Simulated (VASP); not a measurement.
Crystal: BeTe.

```xyz
2
Lattice="0.0000 2.7135 2.7135 2.7135 0.0000 2.7135 2.7135 2.7135 0.0000" Properties=species:S:1:pos:R:3 pbc="T T T"
Te    4.0702    4.0702    4.0702
Be    0.0000    0.0000    0.0000
```

Program: VASP 6.6.1. Alike in all runs: task single point; no spin polarisation; cell as given; k mesh 8 × 8 × 8; cutoff (eV) 520; smearing fermi-dirac 0.05 eV.

**Question.** Order these runs on this cell by their band gap on the k mesh, lowest first.
A. level r2SCAN; potentials or basis VASP PAW PBE potentials, release 64 (Te, Be)
B. level LDA; potentials or basis VASP PAW LDA potentials, release 64 (Te, Be)
C. level RPBE+D4; potentials or basis VASP PAW PBE potentials, release 64 (Te, Be)

**Answer.** B (1.59 eV), C (1.75 eV), A (2.03 eV).

Caveats: spin-orbit coupling is left out, which moves the levels of the heavy elements.

A k mesh can miss the band edges.
